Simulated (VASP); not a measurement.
Here is a VASP 6.6.1 calculation.

The input INCAR:

```
SYSTEM = Li2O
PREC = Accurate
ENCUT = 750
EDIFF = 1E-6
ISMEAR = 0
SIGMA = 0.01
LREAL = .False.
LASPH = .True.
NELM = 120
ALGO = Normal
ISIF = 2
LWAVE = .False.
LCHARG = .False.
GGA = PE
NBANDS = 13
GGA_COMPAT = .False.
```

KPOINTS

```
Automatic mesh
0
Gamma
  6 6 6
  0 0 0
```

File POSCAR:

```
Li2O
1.0
    0.0000000000      2.3601738103      2.3601738103
    2.3601738103      0.0000000000      2.3601738103
    2.3601738103      2.3601738103      0.0000000000
Li O
2 1
Direct
    0.7500000000      0.7500000000      0.7500000000
    0.2500000000      0.2500000000      0.2500000000
    0.0000000000      0.0000000000      0.0000000000
```

Potentials or basis: VASP PAW PBE potentials, release 64 (Li_sv, O).

Command:

```sh
$ cat potpaw_PBE.64/Li_sv/POTCAR potpaw_PBE.64/O/POTCAR > POTCAR
$ mpirun -np 1 vasp_std > vasp.out
```

Task: Predict the pressure.

Result: -4.7 GPa.

Task: Predict the band gap on the k mesh.

Result: 4.81 eV, direct.

 A k mesh can miss the band edges.
